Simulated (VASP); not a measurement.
Input of a VASP 6.6.1 run:

INCAR

```
SYSTEM = Tl
ALGO     = Normal         ! electronic algorithm
EDIFF    = 1E-6           ! SCF threshold, eV
ENCUT    = 520            ! plane-wave cutoff, eV
GGA      = PS             ! functional
ISIF     = 2              ! what is computed and relaxed
ISMEAR   = 0              ! smearing method
LASPH    = .TRUE.         ! aspherical terms in the spheres
LCHARG   = .TRUE.         ! write CHGCAR
LELF     = .TRUE.         ! ELF
LREAL    = .FALSE.        ! projectors in reciprocal space
LVHAR    = .TRUE.       
LWAVE    = .FALSE.        ! write WAVECAR
NBANDS   = 12             ! bands
NELM     = 80             ! most SCF steps
PREC     = Accurate       ! precision mode
SIGMA    = 0.15           ! smearing width, eV
```

File KPOINTS:

```
k-points
0
G
  18 18 18
  0 0 0
```

Contents of POSCAR:

```
Tl
1.0
   -1.9992300000      1.9992300000      1.9992300000
    1.9992300000     -1.9992300000      1.9992300000
    1.9992300000      1.9992300000     -1.9992300000
Tl
1
Direct
    0.0000000000      0.0000000000      0.0000000000
```

Potentials or basis: VASP PAW PBE potentials, release 64 (Tl_d).

Command:

```bash
$ cat potpaw_PBE.64/Tl_d/POTCAR > POTCAR
$ mpirun -np 1 vasp_std > vasp.out
```

(1) What does it give for the pressure?

(2) Estimate the band gap on the k mesh.

## Answers

(1) -3.1 GPa.

(2) zero (an odd number of electrons rules out a gap without spin polarisation).

Caveat: the cell differs from its parent crystal (strain +0.030 along x and y, +0.030 along z); the cell stands under tension; the PAW data sets were made with another functional, which shifts forces and pressure a little; spin-orbit coupling is left out, which moves the levels of the heavy elements.
